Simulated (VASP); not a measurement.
Here is a VASP 6.6.1 calculation.

INCAR

```
SYSTEM = AlCo
PREC = Accurate
ENCUT = 520
EDIFF = 1E-7
ISMEAR = 0
SIGMA = 0.15
LREAL = .False.
LASPH = .True.
NELM = 60
ALGO = Normal
ISIF = 2
LWAVE = .False.
LCHARG = .True.
GGA = PE
LELF = .True.
LVHAR = .True.
NBANDS = 13
```

The input KPOINTS:

```
regular mesh
0
Gamma
  12 12 12
  0 0 0
```

File POSCAR:

```
AlCo
1.0
    2.8519024102      0.0000000000      0.0000000000
    0.0000000000      2.8519024102      0.0000000000
    0.0000000000      0.0000000000      2.8519024102
Al Co
1 1
Direct
    0.0000000000      0.0000000000      0.0000000000
    0.5000000000      0.5000000000      0.5000000000
```

Potentials or basis: VASP PAW PBE potentials, release 64 (Al, Co).

The run is started by

```console
$ cat potpaw_PBE.64/Al/POTCAR potpaw_PBE.64/Co/POTCAR > POTCAR
$ mpirun -np 1 vasp_std > vasp.out
```

Q: Estimate the band gap on the k mesh.

A: Zero (band 6 reaches 12.94 eV, above the bottom of band 7 at 10.31 eV).

Q: Estimate the pressure.

A: 0.0 GPa.

Spin polarisation is off, so any magnetic state and its effect on volume and gap are missing.
